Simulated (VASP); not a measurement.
# Si (Fd-3m) in VASP: a series of runs

Runs on Si. Level: PBE. Tasks: single point.

Program: VASP 6.6.1. These are calculated values, not measurements. Logs are shortened: lines on timing, memory, paths and dates and some standing lists are left out, and cuts for length are marked.

## 1. The cell of the first run

Symmetry: Fd-3m, No. 227, cubic system. The conventional cell has a = 5.516 Å, b = 5.516 Å, c = 5.516 Å, α = 90.00°, β = 90.00°, γ = 90.00°. Within 3.2 Å of Si (site symmetry -43m) lie 4 Si at 2.39 Å.

## 2. Single point, PBE

Input file INCAR:

```
SYSTEM = Si
  PREC = Accurate
  ENCUT = 500
  EDIFF = 1E-6
  ISMEAR = 0
  SIGMA = 0.01
  LREAL = .False.
  LASPH = .True.
  NELM = 120
  ALGO = Normal
  ISIF = 2
  LWAVE = .False.
  LCHARG = .False.
  GGA = PE
  NBANDS = 11
  GGA_COMPAT = .False.
```

Input file KPOINTS:

```
regular mesh
0
Gamma
  6 6 6
  0 0 0
```

Input file POSCAR:

```
Si
1.0
    0.0000000000      2.7580524980      2.7580524980
    2.7580524980      0.0000000000      2.7580524980
    2.7580524980      2.7580524980      0.0000000000
Si
2
Direct
    0.7500000000      0.7500000000      0.7500000000
    0.5000000000      0.5000000000      0.5000000000
```

Potentials or basis: VASP PAW PBE potentials, release 64 (Si).

On the command line:

```console
$ cat potpaw_PBE.64/Si/POTCAR > POTCAR
$ mpirun -np 1 vasp_std > vasp.out
```

OUTCAR:

```text
SYSTEM = Si
   PREC = Accurate
   ENCUT = 500
   EDIFF = 1E-6
   ISMEAR = 0
   LREAL = .False.
   LASPH = .True.
   NELM = 120
   ISIF = 2
   GGA = PE

 ion  position               nearest neighbor table
   1  0.750  0.750  0.750-   2 2.39   2 2.39   2 2.39   2 2.39
   2  0.500  0.500  0.500-   1 2.39   1 2.39   1 2.39   1 2.39

  LATTYP: Found a face centered cubic cell.
 ALAT       =     5.5161049960

  Lattice vectors:

 A1 = (   0.0000000000,   2.7580524980,   2.7580524980)
 A2 = (   2.7580524980,   0.0000000000,   2.7580524980)
 A3 = (   2.7580524980,   2.7580524980,   0.0000000000)

Analysis of symmetry for initial positions (statically):
=====================================================================
 Subroutine PRICEL returns:
 Original cell was already a primitive cell.

 Routine SETGRP: Setting up the symmetry group for a
 face centered cubic supercell.

 Subroutine GETGRP returns: Found 48 space group operations
 (whereof 24 operations were pure point group operations)
 out of a pool of 48 trial point group operations.

The static configuration has the point symmetry T_d .
 The point group associated with its full space group is O_h .

Analysis of symmetry for dynamics (positions and initial velocities):
=====================================================================
 Subroutine PRICEL returns:
 Original cell was already a primitive cell.

 Routine SETGRP: Setting up the symmetry group for a
 face centered cubic supercell.

 Subroutine GETGRP returns: Found 48 space group operations
 (whereof 24 operations were pure point group operations)
 out of a pool of 48 trial point group operations.

The dynamic configuration has the point symmetry T_d .
 The point group associated with its full space group is O_h .

 Subroutine INISYM returns: Found 48 space group operations
 (whereof 24 operations are pure point group operations),
 and found     1 'primitive' translations

----------------------------------------------------------------------------------------

                                     Primitive cell

  volume of cell :      41.9602

  direct lattice vectors                    reciprocal lattice vectors
     0.000000000  2.758052498  2.758052498    -0.181287340  0.181287340  0.181287340
     2.758052498  0.000000000  2.758052498     0.181287340 -0.181287340  0.181287340
     2.758052498  2.758052498  0.000000000     0.181287340  0.181287340 -0.181287340

  length of vectors
     3.900475248  3.900475248  3.900475248     0.313998883  0.313998883  0.313998883

  position of ions in fractional coordinates (direct lattice)
     0.750000000  0.750000000  0.750000000
     0.500000000  0.500000000  0.500000000

  ion indices of the primitive-cell ions
   primitive index   ion index
                 1           1
                 2           2

----------------------------------------------------------------------------------------

 KPOINTS: regular mesh

Automatic generation of k-mesh.
 Grid dimensions read from file:
 generate k-points for:    6    6    6

 Generating k-lattice:

  Cartesian coordinates                     Fractional coordinates (reciprocal lattice)
    -0.030214557  0.030214557  0.030214557     0.166666667  0.000000000  0.000000000
     0.030214557 -0.030214557  0.030214557     0.000000000  0.166666667  0.000000000
     0.030214557  0.030214557 -0.030214557     0.000000000  0.000000000  0.166666667

  Length of vectors
     0.052333147  0.052333147  0.052333147

  Shift w.r.t. Gamma in fractional coordinates (k-lattice)
     0.000000000  0.000000000  0.000000000

 Subroutine IBZKPT returns following result:
 ===========================================

 Found     16 irreducible k-points:

 Following reciprocal coordinates:
            Coordinates               Weight
  0.000000  0.000000  0.000000      1.000000
  0.166667  0.000000  0.000000      8.000000
  0.333333  0.000000  0.000000      8.000000
  0.500000  0.000000  0.000000      4.000000
  0.166667  0.166667  0.000000      6.000000
  0.333333  0.166667  0.000000     24.000000
[... 8 lines left out ...]
 -0.333333  0.333333  0.166667     24.000000
 -0.333333  0.500000  0.166667     12.000000
   k-points           NKPTS =     16   k-points in BZ     NKDIM =     16   number of bands    NBANDS=     11
   number of dos      NEDOS =    301   number of ions     NIONS =      2
   total plane-waves  NPLWV =  21952
   dimension x,y,z NGX =    28 NGY =   28 NGZ =   28
   dimension x,y,z NGXF=    56 NGYF=   56 NGZF=   56
   ions per type =               2
   NGX,Y,Z   is equivalent  to a cutoff of  11.93, 11.93, 11.93 a.u.
   NGXF,Y,Z  is equivalent  to a cutoff of  23.87, 23.87, 23.87 a.u.
 SYSTEM =  Si
   PREC   = accura    normal or accurate (medium, high low for compatibility)
   ISTART =      0    job   : 0-new  1-cont  2-samecut
   ICHARG =      2    charge: 1-file 2-atom 10-const
   ISPIN  =      1    spin polarized calculation?
   LNONCOLLINEAR =      F non collinear calculations
   LSORBIT =      F    spin-orbit coupling
   LASPH  =      T    aspherical Exc in radial PAW
   ENCUT  =  500.0 eV  36.75 Ry    6.06 a.u.   7.11  7.11  7.11*2*pi/ulx,y,z
   NELM   =    120;   NELMIN=  2; NELMDL= -5     # of ELM steps
   EDIFF  = 0.1E-05   stopping-criterion for ELM
   LREAL  =      F    real-space projection
   EDIFFG = 0.1E-04   stopping-criterion for IOM
   NSW    =      0    number of steps for IOM
   IBRION =     -1    ionic relax: 0-MD 1-quasi-New 2-CG
   NFREE  =      0    steps in history (QN), initial steepest desc. (CG)
   ISIF   =      2    stress and relaxation
   ISYM   =      2    0-nonsym 1-usesym 2-fastsym
   POTIM  = 0.5000    time-step for ionic-motion
   TEBEG  =    0.0;   TEEND  =   0.0 temperature during run
   PSTRESS=    0.0 pullay stress
   NELECT =       8.0000    total number of electrons
   NUPDOWN=      -1.0000    fix difference up-down
   EMIN   =  10.00;   EMAX   =-10.00  energy-range for DOS
   EFERMI =   0.00;   METHOD = LEGACY
   ISMEAR =     0;   SIGMA  =   0.01  broadening in eV -4-tet -1-fermi 0-gaus
   EFERMI_NEDOS =   21; number of points for ismear=-14 and -15
   IALGO  =     38    algorithm
   IMIX   =      4    mixing-type and parameters
     AMIX     =   0.40;   BMIX     =  1.00
     AMIX_MAG =   1.60;   BMIX_MAG =  1.00
  volume/ion in A,a.u.               =      20.98       141.58
  Fermi-wavevector in a.u.,A,eV,Ry     =   0.942234  1.780565 12.079330  0.887806
  Thomas-Fermi vector in A             =   2.069824
   LORBIT       =      0    0 simple, 1 ext, 2 COOP (PROOUT), +10 PAW based schemes
   GGA     = PE    functional components
   LHFCALC =     F    Hartree Fock is set to
   AEXX    =    0.0000 exact exchange contribution
   IVDW    =     0    specifies the selected vdW correction
   LEPSILON=     F    determine dielectric tensor
   LRPA    =     F    only Hartree local field effects (RPA)
 non-spin polarized calculation
 Gauss-broadening in eV      SIGMA  =   0.01
  energy-cutoff  :      500.00
  volume of cell :       41.96
 maximum number of plane-waves:      1090
   NGX = 15   NGY = 15   NGZ = 15

 number of electron       7.9999999 magnetization

 Free energy of the ion-electron system (eV)
  ---------------------------------------------------
  ext. energy  EPLUGINS =         0.00000000
  ---------------------------------------------------
  free energy    TOTEN  =       -10.81925208 eV

  energy without entropy =      -10.81925208  energy(sigma->0) =      -10.81925208

 E-fermi :   5.4763     XC(G=0):  -9.2222

 val. band max:        5.3698463729   @ k =   0.0000   0.0000   0.0000
 cond. band min:       6.1608299476   @ k =   0.3333   0.3333   0.0000
 fundamental gap:      0.7909835747
 Fermi energy:         5.4762787892

 k-point     1 :       0.0000    0.0000    0.0000
  band No.  band energies     occupation
      1      -6.2734      2.00000
      2       5.3698      2.00000
      3       5.3698      2.00000
      4       5.3698      2.00000
      5       7.9121      0.00000
      6       7.9121      0.00000
      7       7.9121      0.00000
      8       8.2126      0.00000
      9      13.0609      0.00000
     10      13.0609      0.00000
     11      13.1467      0.00000

 k-point     2 :       0.1667    0.0000    0.0000
  band No.  band energies     occupation
      1      -5.9267      2.00000
      2       3.0223      2.00000
      3       4.9395      2.00000
      4       4.9395      2.00000
      5       7.5652      0.00000
      6       8.5338      0.00000
      7       8.5338      0.00000
      8      10.4358      0.00000
      9      12.4496      0.00000
     10      12.4496      0.00000
     11      14.2600      0.00000

 k-point     3 :       0.3333    0.0000    0.0000
  band No.  band energies     occupation
      1      -4.9557      2.00000
      2       0.1718      2.00000
      3       4.4069      2.00000
      4       4.4069      2.00000
      5       6.9701      0.00000
      6       8.8627      0.00000
      7       8.8627      0.00000
      8      13.0309      0.00000
      9      13.2836      0.00000
     10      13.2836      0.00000
     11      14.1920      0.00000

 k-point     4 :       0.5000    0.0000    0.0000
  band No.  band energies     occupation
      1      -4.0578      2.00000
      2      -1.3844      2.00000
      3       4.2134      2.00000
      4       4.2134      2.00000
      5       6.7445      0.00000
      6       8.7248      0.00000
      7       8.7248      0.00000
      8      13.0337      0.00000
      9      15.7960      0.00000
     10      15.7960      0.00000
     11      16.3419      0.00000

 k-point     5 :       0.1667    0.1667    0.0000
  band No.  band energies     occupation
      1      -5.8085      2.00000
      2       3.2913      2.00000
      3       4.2362      2.00000
      4       4.2362      2.00000
      5       7.0901      0.00000
      6       9.4486      0.00000
      7       9.6140      0.00000
      8       9.6140      0.00000
      9      11.7678      0.00000
     10      13.5816      0.00000
     11      14.8861      0.00000
[... 99 lines left out ...]
 k-point    13 :       0.5000    0.5000    0.0000
  band No.  band energies     occupation
      1      -2.2968      2.00000
      2      -2.2968      2.00000
      3       2.6409      2.00000
      4       2.6409      2.00000
      5       6.1664      0.00000
      6       6.1664      0.00000
      7      15.0859      0.00000
      8      15.0859      0.00000
      9      16.1948      0.00000
     10      16.1948      0.00000
     11      17.7120      0.00000

 k-point    14 :       0.5000    0.3333    0.1667
  band No.  band energies     occupation
      1      -4.0806      2.00000
      2      -0.1999      2.00000
      3       1.9702      2.00000
      4       3.1844      2.00000
      5       8.2004      0.00000
      6       9.0833      0.00000
      7       9.4778      0.00000
      8      12.2476      0.00000
      9      14.1529      0.00000
     10      15.0235      0.00000
     11      17.9536      0.00000

 k-point    15 :      -0.3333    0.3333    0.1667
  band No.  band energies     occupation
      1      -3.1496      2.00000
      2      -1.3395      2.00000
      3       1.5428      2.00000
      4       2.7456      2.00000
      5       8.7431      0.00000
      6       8.8319      0.00000
      7      11.3682      0.00000
      8      11.7038      0.00000
      9      12.7317      0.00000
     10      16.2154      0.00000
     11      16.9923      0.00000

 k-point    16 :      -0.3333    0.5000    0.1667
  band No.  band energies     occupation
      1      -2.1912      2.00000
      2      -2.1912      2.00000
      3       1.9063      2.00000
      4       1.9063      2.00000
      5       8.1196      0.00000
      6       8.1196      0.00000
      7      11.9594      0.00000
      8      11.9594      0.00000
      9      15.6621      0.00000
     10      15.6621      0.00000
     11      17.9596      0.00000

------------------------ aborting loop because EDIFF is reached ----------------------------------------

  FORCE on cell =-STRESS in cart. coord.  units (eV):
  Direction    XX          YY          ZZ          XY          YZ          ZX
  --------------------------------------------------------------------------------------
  -------------------------------------------------------------------------------------
  Total       -0.5584155     -0.5584155     -0.5584155     -0.0000000      0.0000000     -0.0000000
  in kB      -21.3221247    -21.3221247    -21.3221247     -0.0000000      0.0000000     -0.0000000
  external PRESSURE =     -21.3221247 kB  Pullay stress =       0.0000000 kB

 VOLUME and BASIS-vectors are now :
 -----------------------------------------------------------------------------
  energy-cutoff  :      500.00
  volume of cell :       41.96
      direct lattice vectors                 reciprocal lattice vectors
     0.000000000  2.758052498  2.758052498    -0.181287340  0.181287340  0.181287340
     2.758052498  0.000000000  2.758052498     0.181287340 -0.181287340  0.181287340
     2.758052498  2.758052498  0.000000000     0.181287340  0.181287340 -0.181287340

 POSITION                                       TOTAL-FORCE (eV/Angst)
 -----------------------------------------------------------------------------------
      4.13708      4.13708      4.13708         0.000000     -0.000000      0.000000
      2.75805      2.75805      2.75805        -0.000000      0.000000     -0.000000
 -----------------------------------------------------------------------------------
    total drift:                                0.000000      0.000000     -0.000000

  FREE ENERGIE OF THE ION-ELECTRON SYSTEM (eV)
  ---------------------------------------------------
  free  energy   TOTEN  =       -10.8192520766 eV

  energy  without entropy=      -10.8192520766  energy(sigma->0) =      -10.81925208
```

Wall time 9.7 s (1 thread of Intel Xeon 8259CL, shared host); peak memory 0.14 GiB.

Results:

```
Free energy            : -10.8193 eV
Pressure               : -2.1 GPa
Band gap on the k mesh : 0.79 eV, indirect (least direct gap 2.53 eV)
```

Levels at points of the mesh, in eV from the valence-band top:
```tsv
k point	band 2	band 3	band 4	band 5	band 6	band 7
(0.00, 0.00, 0.00)	0.00	0.00	0.00	2.54	2.54	2.54
(0.50, 0.00, 0.00)	-6.75	-1.16	-1.16	1.37	3.36	3.36
(0.50, 0.50, 0.00)	-7.67	-2.73	-2.73	0.80	0.80	9.72
```

## 3. Single point, PBE

This run uses another cell than the first one, of 21.48 Å³/atom, 1.024 times its volume.

Input file INCAR:

```
SYSTEM = Si
PREC = Accurate
ENCUT = 500
EDIFF = 1E-6
ISMEAR = 0
SIGMA = 0.01
LREAL = .FALSE.
LASPH = .TRUE.
NELM = 120
ALGO = Normal
ISIF = 2
LWAVE = .FALSE.
LCHARG = .TRUE.
GGA = PE
LELF = .TRUE.
LVHAR = .TRUE.
NBANDS = 11
GGA_COMPAT = .FALSE.
```

Input file KPOINTS:

```
Automatic mesh
0
G
  6 6 6
  0 0 0
```

Input file POSCAR:

```
Si
1.0
    0.0000000000      2.7797703410      2.7797703410
    2.7797703410      0.0000000000      2.7797703410
    2.7797703410      2.7797703410      0.0000000000
Si
2
Direct
    0.7500000000      0.7500000000      0.7500000000
    0.5000000000      0.5000000000      0.5000000000
```

Potentials or basis: VASP PAW PBE potentials, release 64 (Si).

On the command line:

```console
$ cat potpaw_PBE.64/Si/POTCAR > POTCAR
$ mpirun -np 1 vasp_std > vasp.out
```

OUTCAR:

```text
SYSTEM = Si
   PREC = Accurate
   ENCUT = 500
   EDIFF = 1E-6
   ISMEAR = 0
   LREAL = .FALSE.
   LASPH = .TRUE.
   NELM = 120
   ISIF = 2
   GGA = PE

 ion  position               nearest neighbor table
   1  0.750  0.750  0.750-   2 2.41   2 2.41   2 2.41   2 2.41
   2  0.500  0.500  0.500-   1 2.41   1 2.41   1 2.41   1 2.41

  LATTYP: Found a face centered cubic cell.
 ALAT       =     5.5595406820

  Lattice vectors:

 A1 = (   0.0000000000,   2.7797703410,   2.7797703410)
[... 401 lines left out ...]

------------------------ aborting loop because EDIFF is reached ----------------------------------------

  FORCE on cell =-STRESS in cart. coord.  units (eV):
  Direction    XX          YY          ZZ          XY          YZ          ZX
  --------------------------------------------------------------------------------------
  -------------------------------------------------------------------------------------
  Total       -1.0511477     -1.0511477     -1.0511477      0.0000000      0.0000000     -0.0000000
  in kB      -39.2028462    -39.2028462    -39.2028462      0.0000000      0.0000000     -0.0000000
  external PRESSURE =     -39.2028462 kB  Pullay stress =       0.0000000 kB

 VOLUME and BASIS-vectors are now :
 -----------------------------------------------------------------------------
  energy-cutoff  :      500.00
  volume of cell :       42.96
      direct lattice vectors                 reciprocal lattice vectors
     0.000000000  2.779770341  2.779770341    -0.179870974  0.179870974  0.179870974
     2.779770341  0.000000000  2.779770341     0.179870974 -0.179870974  0.179870974
     2.779770341  2.779770341  0.000000000     0.179870974  0.179870974 -0.179870974

 POSITION                                       TOTAL-FORCE (eV/Angst)
 -----------------------------------------------------------------------------------
      4.16966      4.16966      4.16966         0.000000     -0.000000      0.000000
      2.77977      2.77977      2.77977        -0.000000      0.000000     -0.000000
 -----------------------------------------------------------------------------------
    total drift:                                0.000000     -0.000000     -0.000000

  FREE ENERGIE OF THE ION-ELECTRON SYSTEM (eV)
  ---------------------------------------------------
  free  energy   TOTEN  =       -10.8002973479 eV

  energy  without entropy=      -10.8002973479  energy(sigma->0) =      -10.80029735
```

Run time: 16 s. Hardware: 1 thread of Intel Xeon 8259CL, shared host; peak memory 0.15 GiB.

What came out:

| Quantity | Value |
| --- | --- |
| Free energy | -10.8003 eV |
| Pressure | -3.9 GPa |
| Band gap on the k mesh | 0.82 eV, indirect (least direct gap 2.43 eV) |

A k mesh can miss the band edges. A hybrid or GW would open this gap; PBE tends to underestimate it.

## 4. Single point, PBE

This run uses another cell than the first one, of 21.98 Å³/atom, 1.048 times its volume.

Input file INCAR:

```
SYSTEM = Si
  ALGO = Normal
  EDIFF = 1E-6
  ENCUT = 500
  GGA = PE
  GGA_COMPAT = .FALSE.
  ISIF = 2
  ISMEAR = 0
  LASPH = .TRUE.
  LCHARG = .TRUE.
  LELF = .TRUE.
  LREAL = .FALSE.
  LVHAR = .TRUE.
  LWAVE = .FALSE.
  NBANDS = 11
  NELM = 120
  PREC = Accurate
  SIGMA = 0.01
```

Input file KPOINTS:

```
k-points
0
G
  6 6 6
  0 0 0
```

Input file POSCAR:

```
Si
1.0
    0.0000000000      2.8011540301      2.8011540301
    2.8011540301      0.0000000000      2.8011540301
    2.8011540301      2.8011540301      0.0000000000
Si
2
Direct
    0.7500000000      0.7500000000      0.7500000000
    0.5000000000      0.5000000000      0.5000000000
```

On the command line:

```console
$ cat potpaw_PBE.64/Si/POTCAR > POTCAR
$ mpirun -np 1 vasp_std > vasp.out
```

Run time: 16 s. Hardware: 1 thread of Intel Xeon 8259CL, shared host; peak memory 0.15 GiB.

The run converged. Its results:

- Free energy: -10.7709 eV
- Pressure: -5.5 GPa
- Band gap on the k mesh: 0.85 eV, indirect (least direct gap 2.33 eV)

Levels at points of the mesh, in eV from the valence-band top:
```tsv
k point	band 1	band 2	band 3	band 4	band 5	band 6	band 7	band 8	band 9
(0.00, 0.00, 0.00)	-11.34	0.00	0.00	0.00	2.33	2.52	2.52	2.52	7.60
(0.50, 0.00, 0.00)	-9.24	-6.56	-1.12	-1.12	1.21	3.36	3.36	7.59	10.31
(0.50, 0.50, 0.00)	-7.53	-7.53	-2.61	-2.61	0.88	0.88	9.33	9.33	10.68
```

## 5. Overview

| cell | gap on the mesh (eV) | pressure (GPa) |
| --- | --- | --- |
| a = 3.900 Å, angles 60.0°, 2 atoms | 0.79 | -2.1 |
| a = 3.931 Å, angles 60.0°, 2 atoms | 0.82 | -3.9 |
| a = 3.961 Å, angles 60.0°, 2 atoms | 0.85 | -5.5 |

Alike in all rows: task single point; level PBE; potentials or basis VASP PAW PBE potentials, release 64 (Si); no spin polarisation; k mesh 6 × 6 × 6; cutoff (eV) 500; smearing gaussian 0.01 eV.

Total energies depend on the potentials used, so only differences within one code and one set of settings carry meaning.
